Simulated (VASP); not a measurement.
Here is a VASP 6.6.1 calculation.

INCAR

```
PREC = Accurate
ENCUT = 520
EDIFF = 1E-7
ISMEAR = -1
SIGMA = 0.02
LREAL = False
LASPH = True
NELM = 100
ALGO = Normal
ISIF = 2
LWAVE = False
LCHARG = True
GGA = PS
LELF = True
LVHAR = True
NBANDS = 16
```

KPOINTS

```
regular mesh
0
Gamma
  11 11 4
```

POSCAR

```
BN
1.0
    2.5039917043      0.0000000000      0.0000000000
   -1.2519958522      2.1685204268      0.0000000000
    0.0000000000      0.0000000000      6.5945880000
B N
2 2
Direct
    0.3333333333      0.6666666667      0.2500000000
    0.6666666667      0.3333333333      0.7500000000
    0.3333333333      0.6666666667      0.7500000000
    0.6666666667      0.3333333333      0.2500000000
```

Potentials or basis: VASP PAW PBE potentials, release 64 (B, N).

Command:

```console
$ cat potpaw_PBE.64/B/POTCAR potpaw_PBE.64/N/POTCAR > POTCAR
$ mpirun -np 1 vasp_std > vasp.out
```

Q: Predict the band gap on the k mesh.

A: 4.22 eV, indirect (least direct gap 4.57 eV).

Q: Predict the pressure.

A: 0.8 GPa.

Stress tensor (GPa, compression positive):
```
0.79 0.00 0.00
0.00 0.79 0.00
0.00 0.00 0.94
```

Caveat: the cell differs from its parent crystal (zz strain of -1 %); the PAW data sets were made with another functional, which shifts forces and pressure a little; this functional lacks dispersion, which binds the layers, so the pressure and a relaxed spacing across them are unreliable. A k mesh can miss the band edges.
